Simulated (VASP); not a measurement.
A run of VASP 6.6.1 is set up as follows.

File INCAR:

```
SYSTEM = FeO
ALGO     = Normal         ! electronic algorithm
EDIFF    = 1E-7           ! SCF threshold, eV
ENCUT    = 520            ! plane-wave cutoff, eV
GGA      = PE             ! functional
ISIF     = 2              ! what is computed and relaxed
ISMEAR   = 0              ! smearing method
ISPIN    = 2              ! spin polarisation
LASPH    = .True.         ! aspherical terms in the spheres
LCHARG   = .False.        ! write CHGCAR
LMAXMIX  = 4              ! l up to which the mixer works
LORBIT   = 11             ! projections on sites
LREAL    = .False.        ! projectors in reciprocal space
LWAVE    = .False.        ! write WAVECAR
MAGMOM   = 3.79 0.35      ! initial moments
NBANDS   = 18             ! bands
NELM     = 150            ! most SCF steps
PREC     = Accurate       ! precision mode
SIGMA    = 0.1            ! smearing width, eV
```

KPOINTS

```
k-points
0
Gamma
  18 18 18
  0 0 0
```

Contents of POSCAR:

```
FeO
1.0
    1.5383459331      0.8881644386      2.5125302808
   -1.5383459331      0.8881644386      2.5125302808
    0.0000000000     -1.7763288772      2.5125302808
Fe O
1 1
Direct
    0.0000000000      0.0000000000      0.0000000000
    0.5000000000      0.5000000000      0.5000000000
```

Potentials or basis: VASP PAW PBE potentials, release 64 (Fe, O).

The run is started by

```sh
$ cat potpaw_PBE.64/Fe/POTCAR potpaw_PBE.64/O/POTCAR > POTCAR
$ mpirun -np 1 vasp_std > vasp.out
```

Task: What does it give for the net moment?

Result: 4.00 μB per cell.

Task: What does it give for the pressure?

Result: -5.1 GPa.

Task: Predict the site moments.

Result: Fe +3.62; O +0.30 μB.

Task: Predict the band gap on the k mesh.

Result: Zero (filled and empty bands overlap).

Caveat: the cell stands under tension; a cell with one magnetic atom can't hold antiferromagnetic order, which such compounds often take; semilocal functionals often make such compounds metallic where correlation or magnetic order opens a gap, which also shifts bond lengths. With open d or f shells a metallic result of PBE can be an artefact of self-interaction; +U or a hybrid may open a gap.
